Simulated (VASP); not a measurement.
# BaS (Pm-3m) in VASP: a series of runs

BaS is run at these levels: PBE, r2SCAN, PBEsol; tasks: dielectric tensor, vibrations by perturbation theory.

Everything below comes from runs of VASP 6.6.1. Logs are shortened: lines on timing, memory, paths and dates and some standing lists are left out, and cuts for length are marked.

## 1. The cell of the first run

The structure is cubic, space group Pm-3m (No. 221). The conventional cell has a = 3.834 Å, b = 3.834 Å, c = 3.834 Å, α = 90.00°, β = 90.00°, γ = 90.00°. Within 4.4 Å of Ba (site symmetry m-3m) lie 8 S at 3.32 Å and 6 Ba at 3.83 Å. Within 4.4 Å of S (site symmetry m-3m) lie 8 Ba at 3.32 Å and 6 S at 3.83 Å.

## 2. Dielectric tensor, PBE

INCAR

```
  PREC = Accurate
  ENCUT = 520
  EDIFF = 1E-8
  ISMEAR = 0
  SIGMA = 0.01
  LREAL = False
  LASPH = True
  NELM = 60
  ALGO = Normal
  ISIF = 2
  LWAVE = False
  LCHARG = False
  GGA = PE
  LEPSILON = True
```

KPOINTS

```
Automatic mesh
0
Gamma
  6 6 6
```

POSCAR

```
BaS
1.0
    3.8337582597      0.0000000000      0.0000000000
    0.0000000000      3.8337582597      0.0000000000
    0.0000000000      0.0000000000      3.8337582597
Ba S
1 1
Direct
    0.0000000000      0.0000000000      0.0000000000
    0.5000000000      0.5000000000      0.5000000000
```

Potentials or basis: VASP PAW PBE potentials, release 64 (Ba_sv, S).

Started as:

```
> cat potpaw_PBE.64/Ba_sv/POTCAR potpaw_PBE.64/S/POTCAR > POTCAR
> mpirun -np 1 vasp_std > vasp.out
```

OUTCAR:

```text
PREC = Accurate
   ENCUT = 520
   EDIFF = 1E-8
   ISMEAR = 0
   LREAL = False
   LASPH = True
   NELM = 60
   ISIF = 2
   GGA = PE
   LEPSILON = True

 ion  position               nearest neighbor table
   1  0.000  0.000  0.000-   2 3.32   2 3.32   2 3.32   2 3.32   2 3.32   2 3.32   2 3.32   2 3.32

   2  0.500  0.500  0.500-   1 3.32   1 3.32   1 3.32   1 3.32   1 3.32   1 3.32   1 3.32   1 3.32

  LATTYP: Found a simple cubic cell.
 ALAT       =     3.8337582597

  Lattice vectors:

 A1 = (   3.8337582597,   0.0000000000,   0.0000000000)
 A2 = (   0.0000000000,   3.8337582597,   0.0000000000)
 A3 = (   0.0000000000,   0.0000000000,   3.8337582597)

Analysis of symmetry for initial positions (statically):
=====================================================================
 Subroutine PRICEL returns:
 Original cell was already a primitive cell.

 Routine SETGRP: Setting up the symmetry group for a
 simple cubic supercell.

 Subroutine GETGRP returns: Found 48 space group operations
 (whereof 48 operations were pure point group operations)
 out of a pool of 48 trial point group operations.

The static configuration has the point symmetry O_h .

Analysis of symmetry for dynamics (positions and initial velocities):
=====================================================================
 Subroutine PRICEL returns:
 Original cell was already a primitive cell.

 Routine SETGRP: Setting up the symmetry group for a
 simple cubic supercell.

 Subroutine GETGRP returns: Found 48 space group operations
 (whereof 48 operations were pure point group operations)
 out of a pool of 48 trial point group operations.

The dynamic configuration has the point symmetry O_h .

 Subroutine INISYM returns: Found 48 space group operations
 (whereof 48 operations are pure point group operations),
 and found     1 'primitive' translations

----------------------------------------------------------------------------------------

                                     Primitive cell

  volume of cell :      56.3474

  direct lattice vectors                    reciprocal lattice vectors
     3.833758260  0.000000000  0.000000000     0.260840651  0.000000000  0.000000000
     0.000000000  3.833758260  0.000000000     0.000000000  0.260840651  0.000000000
     0.000000000  0.000000000  3.833758260     0.000000000  0.000000000  0.260840651

  length of vectors
     3.833758260  3.833758260  3.833758260     0.260840651  0.260840651  0.260840651

  position of ions in fractional coordinates (direct lattice)
     0.000000000  0.000000000  0.000000000
     0.500000000  0.500000000  0.500000000

  ion indices of the primitive-cell ions
   primitive index   ion index
                 1           1
                 2           2

----------------------------------------------------------------------------------------

 KPOINTS: Automatic mesh

Automatic generation of k-mesh.
 Grid dimensions read from file:
 generate k-points for:    6    6    6

 Generating k-lattice:

  Cartesian coordinates                     Fractional coordinates (reciprocal lattice)
     0.043473442  0.000000000  0.000000000     0.166666667  0.000000000  0.000000000
     0.000000000  0.043473442  0.000000000     0.000000000  0.166666667  0.000000000
     0.000000000  0.000000000  0.043473442     0.000000000  0.000000000  0.166666667

  Length of vectors
     0.043473442  0.043473442  0.043473442

  Shift w.r.t. Gamma in fractional coordinates (k-lattice)
     0.000000000  0.000000000  0.000000000

 Subroutine IBZKPT returns following result:
 ===========================================

 Found     20 irreducible k-points:

 Following reciprocal coordinates:
            Coordinates               Weight
  0.000000  0.000000  0.000000      1.000000
  0.166667  0.000000  0.000000      6.000000
  0.333333  0.000000  0.000000      6.000000
  0.500000  0.000000  0.000000      3.000000
  0.166667  0.166667  0.000000     12.000000
  0.333333  0.166667  0.000000     24.000000
[... 12 lines left out ...]
  0.500000  0.500000  0.333333      6.000000
  0.500000  0.500000  0.500000      1.000000
   k-points           NKPTS =     20   k-points in BZ     NKDIM =     20   number of bands    NBANDS=     12
   number of dos      NEDOS =    301   number of ions     NIONS =      2
   total plane-waves  NPLWV =  27000
   dimension x,y,z NGX =    30 NGY =   30 NGZ =   30
   dimension x,y,z NGXF=    60 NGYF=   60 NGZF=   60
   ions per type =               1   1
   NGX,Y,Z   is equivalent  to a cutoff of  13.01, 13.01, 13.01 a.u.
   NGXF,Y,Z  is equivalent  to a cutoff of  26.02, 26.02, 26.02 a.u.
 SYSTEM =  unknown system
   PREC   = accura    normal or accurate (medium, high low for compatibility)
   ISTART =      0    job   : 0-new  1-cont  2-samecut
   ICHARG =      2    charge: 1-file 2-atom 10-const
   ISPIN  =      1    spin polarized calculation?
   LNONCOLLINEAR =      F non collinear calculations
   LSORBIT =      F    spin-orbit coupling
   LASPH  =      T    aspherical Exc in radial PAW
   ENCUT  =  520.0 eV  38.22 Ry    6.18 a.u.   7.13  7.13  7.13*2*pi/ulx,y,z
   NELM   =     60;   NELMIN=  2; NELMDL= -5     # of ELM steps
   EDIFF  = 0.1E-07   stopping-criterion for ELM
   LREAL  =      F    real-space projection
   EDIFFG = 0.1E-06   stopping-criterion for IOM
   NSW    =      0    number of steps for IOM
   IBRION =     -1    ionic relax: 0-MD 1-quasi-New 2-CG
   NFREE  =      0    steps in history (QN), initial steepest desc. (CG)
   ISIF   =      2    stress and relaxation
   ISYM   =      2    0-nonsym 1-usesym 2-fastsym
   POTIM  = 0.5000    time-step for ionic-motion
   TEBEG  =    0.0;   TEEND  =   0.0 temperature during run
   PSTRESS=    0.0 pullay stress
   NELECT =      16.0000    total number of electrons
   NUPDOWN=      -1.0000    fix difference up-down
   EMIN   =  10.00;   EMAX   =-10.00  energy-range for DOS
   EFERMI =   0.00;   METHOD = LEGACY
   ISMEAR =     0;   SIGMA  =   0.01  broadening in eV -4-tet -1-fermi 0-gaus
   EFERMI_NEDOS =   21; number of points for ismear=-14 and -15
   IALGO  =     38    algorithm
   IMIX   =      4    mixing-type and parameters
     AMIX     =   0.40;   BMIX     =  1.00
     AMIX_MAG =   1.60;   BMIX_MAG =  1.00
  volume/ion in A,a.u.               =      28.17       190.13
  Fermi-wavevector in a.u.,A,eV,Ry     =   1.076028  2.033397 15.753309  1.157836
  Thomas-Fermi vector in A             =   2.211901
   LORBIT       =      0    0 simple, 1 ext, 2 COOP (PROOUT), +10 PAW based schemes
   GGA     = PE    functional components
   LHFCALC =     F    Hartree Fock is set to
   AEXX    =    0.0000 exact exchange contribution
   IVDW    =     0    specifies the selected vdW correction
   LEPSILON=     T    determine dielectric tensor
   LRPA    =     F    only Hartree local field effects (RPA)
 non-spin polarized calculation
 Gauss-broadening in eV      SIGMA  =   0.01
  energy-cutoff  :      520.00
  volume of cell :       56.35
 maximum number of plane-waves:      1568
 NGX is ok and might be reduce to    30
   NGX = 15   NGY = 15   NGZ = 15

--------------------------------------- Ionic step        1  -------------------------------------------

 number of electron      15.9999997 magnetization

 E-fermi :   3.1174     XC(G=0):  -9.4050

 val. band max:        3.0334430006   @ k =   0.5000   0.5000   0.0000
 cond. band min:       4.4693187922   @ k =   0.0000   0.0000   0.0000
 fundamental gap:      1.4358757916
 Fermi energy:         3.1174319903

 k-point     1 :       0.0000    0.0000    0.0000
  band No.  band energies     occupation
      1     -24.1144      2.00000
      2      -8.9121      2.00000
      3      -8.9121      2.00000
      4      -8.9121      2.00000
      5      -8.0372      2.00000
      6       2.9236      2.00000
      7       2.9236      2.00000
      8       2.9236      2.00000
      9       4.4693      0.00000
     10       4.4693      0.00000
     11       6.8850      0.00000
     12       9.5825      0.00000
[... 271 lines left out ...]
 k-point    20 :       0.5000    0.5000    0.5000
  band No.  band energies     occupation
      1     -23.8594      2.00000
      2      -9.5379      2.00000
      3      -9.5379      2.00000
      4      -9.5379      2.00000
      5      -7.2359      2.00000
      6       0.2528      2.00000
      7       0.2528      2.00000
      8       0.2528      2.00000
      9      10.3643      0.00000
     10      10.3643      0.00000
     11      10.3643      0.00000
     12      10.8169      0.00000

  FORCE on cell =-STRESS in cart. coord.  units (eV):
  Direction    XX          YY          ZZ          XY          YZ          ZX
  --------------------------------------------------------------------------------------
  -------------------------------------------------------------------------------------
  Total        0.4260451      0.4260451      0.4260451     -0.0000000     -0.0000000      0.0000000
  in kB       12.1141227     12.1141227     12.1141227     -0.0000000     -0.0000000      0.0000000
  external PRESSURE =      12.1141227 kB  Pullay stress =       0.0000000 kB

 VOLUME and BASIS-vectors are now :
 -----------------------------------------------------------------------------
  energy-cutoff  :      520.00
  volume of cell :       56.35
      direct lattice vectors                 reciprocal lattice vectors
     3.833758260  0.000000000  0.000000000     0.260840651  0.000000000  0.000000000
     0.000000000  3.833758260  0.000000000     0.000000000  0.260840651  0.000000000
     0.000000000  0.000000000  3.833758260     0.000000000  0.000000000  0.260840651

 POSITION                                       TOTAL-FORCE (eV/Angst)
 -----------------------------------------------------------------------------------
      0.00000      0.00000      0.00000         0.000000      0.000000      0.000000
      1.91688      1.91688      1.91688         0.000000      0.000000      0.000000
 -----------------------------------------------------------------------------------
    total drift:                                0.000000     -0.000000     -0.000000

  FREE ENERGIE OF THE ION-ELECTRON SYSTEM (eV)
  ---------------------------------------------------
  free  energy   TOTEN  =        -9.7473362754 eV

  energy  without entropy=       -9.7473362754  energy(sigma->0) =       -9.74733628

 HEAD OF MICROSCOPIC STATIC DIELECTRIC TENSOR (INDEPENDENT PARTICLE, excluding Hartree and local field effects)
 ------------------------------------------------------
           7.083456    -0.000000    -0.000000
          -0.000000     7.083456    -0.000000
           0.000000    -0.000000     7.083456
 ------------------------------------------------------

 Free energy of the ion-electron system (eV)
  ---------------------------------------------------
  ---------------------------------------------------
  free energy    TOTEN  =        -0.96897356 eV

  energy without entropy =       -0.96897356

------------------------ aborting loop because EDIFF is reached ----------------------------------------

--------------------------------------- Ionic step        2  -------------------------------------------

------------------------ aborting loop because EDIFF is reached ----------------------------------------

--------------------------------------- Ionic step        3  -------------------------------------------

 Free energy of the ion-electron system (eV)
  ---------------------------------------------------
  ---------------------------------------------------
  free energy    TOTEN  =        -0.96897350 eV

  energy without entropy =       -0.96897350

------------------------ aborting loop because EDIFF is reached ----------------------------------------

 PIEZOELECTRIC TENSOR FIELD DIRECTION 3  (e Angst)
 -----------------------------------------------------------------------------
    -0.00010  0.00000  0.00000           (  0.00001  0.00000  0.00000)
     0.00000 -0.00010  0.00000           (  0.00000  0.00001  0.00000)
     0.00000  0.00000 -0.00346           (  0.00000  0.00000  0.00000)

 PIEZOELECTRIC TENSOR FIELD DIRECTION 3  (C/m^2)
 -----------------------------------------------------------------------------
    -0.00003  0.00000  0.00000
     0.00000 -0.00003  0.00000
     0.00000  0.00000 -0.00098

 MACROSCOPIC STATIC DIELECTRIC TENSOR (including local field effects in DFT)
 ------------------------------------------------------
           6.622817     0.000000    -0.000000
           0.000000     6.622817     0.000000
           0.000000     0.000000     6.622817
 ------------------------------------------------------

 PIEZOELECTRIC TENSOR (including local field effects)  for field in x, y, z        (e  Angst)
          XX          YY          ZZ          XY          YZ          ZX
  --------------------------------------------------------------------------------
  x     0.00000     0.00000     0.00000     0.00000     0.00000     0.00000
  y     0.00000     0.00000     0.00000     0.00000     0.00000     0.00000
  z     0.00000     0.00000     0.00000     0.00000     0.00000     0.00000

 PIEZOELECTRIC TENSOR (including local field effects)  for field in x, y, z        (C/m^2)
          XX          YY          ZZ          XY          YZ          ZX
  --------------------------------------------------------------------------------
  x     0.00000     0.00000     0.00000     0.00000     0.00000     0.00000
  y     0.00000     0.00000     0.00000     0.00000     0.00000     0.00000
  z     0.00000     0.00000     0.00000     0.00000     0.00000     0.00000

 BORN EFFECTIVE CHARGES (including local field effects) (in |e|, cummulative output)
 ---------------------------------------------------------------------------------
 ion    1
    1     3.04809     0.00000     0.00000
    2    -0.00000     3.04809     0.00000
    3    -0.00000     0.00000     3.04809
 ion    2
    1    -3.04809    -0.00000    -0.00000
    2     0.00000    -3.04809    -0.00000
    3     0.00000    -0.00000    -3.04809
```

It took 2.8 min on 1 thread of Intel Xeon Platinum 8488C (Sapphire Rapids), shared host; peak memory 0.23 GiB.

What came out:

| Item | Value |
| --- | --- |
| Band gap on the k mesh | 1.44 eV (least direct gap 1.55 eV) |
| Electronic dielectric tensor (diagonal) | 6.62 |
| Born charges (mean of the diagonal) | Ba +3.05; S -3.05 e |

Levels at points of the mesh, in eV from the valence-band top:
| k point | band 4 | band 5 | band 6 | band 7 | band 8 | band 9 | band 10 | band 11 | band 12 |
| --- | --- | --- | --- | --- | --- | --- | --- | --- | --- |
| (0.00, 0.00, 0.00) | -11.95 | -11.07 | -0.11 | -0.11 | -0.11 | 1.44 | 1.44 | 3.85 | 6.55 |
| (0.50, 0.00, 0.00) | -11.82 | -9.85 | -2.91 | -0.73 | -0.73 | 2.46 | 6.08 | 6.50 | 7.02 |
| (0.50, 0.50, 0.00) | -11.73 | -10.65 | -1.37 | -1.37 | 0.00 | 2.20 | 3.34 | 4.33 | 4.33 |
| (0.50, 0.50, 0.50) | -12.57 | -10.27 | -2.78 | -2.78 | -2.78 | 7.33 | 7.33 | 7.33 | 7.78 |

Electronic dielectric tensor:
```
6.62 0.00 0.00
0.00 6.62 0.00
0.00 0.00 6.62
```

Born effective charge tensors (e):
atom 1, Ba
```
3.05 0.00 0.00
0.00 3.05 0.00
0.00 0.00 3.05
```
atom 2, S
```
-3.05  0.00  0.00
 0.00 -3.05  0.00
 0.00  0.00 -3.05
```

Caveat: spin-orbit coupling is left out, which moves the levels of the heavy elements.

[end of part 1 of 2]
